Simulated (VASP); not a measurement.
Write the native input for VASP 6.6.1 that does the following.

* Task: single point
* Functional: PBE
* Potentials or basis: VASP PAW PBE potentials, release 64 (F)
* Cutoff: 520 eV
* k mesh: 19 × 19 × 10
* Occupations: fermi-dirac, width 0.08 eV
* Spin: no spin polarisation
* Dipole correction: no
* Further INCAR settings: ALGO = Normal; EDIFF = 1e-07; NBANDS = 14

The structure of F lies in POSCAR:

```
F
1.0
    2.9034933393      0.0000000000      0.0000000000
   -1.4517466697      2.5144989916      0.0000000000
    0.0000000000      0.0000000000      2.9206669336
F
2
Direct
    0.3333333333      0.6666666667      0.2500000000
    0.6666666667      0.3333333333      0.7500000000
```

One way to write it, as run:

INCAR

```
ALGO     = Normal         # electronic algorithm
EDIFF    = 1E-7           # SCF threshold, eV
ENCUT    = 520            # plane-wave cutoff, eV
GGA      = PE             # functional
ISIF     = 2              # what is computed and relaxed
ISMEAR   = -1             # smearing method
LASPH    = True           # aspherical terms in the spheres
LCHARG   = True           # write CHGCAR
LELF     = True           # ELF
LREAL    = False          # projectors in reciprocal space
LVHAR    = True         
LWAVE    = False          # write WAVECAR
NBANDS   = 14             # bands
NELM     = 60             # most SCF steps
PREC     = Accurate       # precision mode
SIGMA    = 0.08           # smearing width, eV
```

KPOINTS

```
k-points
0
Gamma
  19 19 10
```

Potentials or basis: VASP PAW PBE potentials, release 64 (F).

Launch:

```console
$ cat potpaw_PBE.64/F/POTCAR > POTCAR
$ mpirun -np 1 vasp_std > vasp.out
```

It gave:

- Pressure: -0.7 GPa
- Band gap on the k mesh: zero (bands 7 and 8 overlap by 1.51 eV)

Caveat: the atoms stand far beyond bonding distance, and open shells without spin polarisation read as a metal.

Run time: 55 s on 1 thread of Intel Xeon 8259CL, with other jobs on the host, peak memory 0.17 GiB.
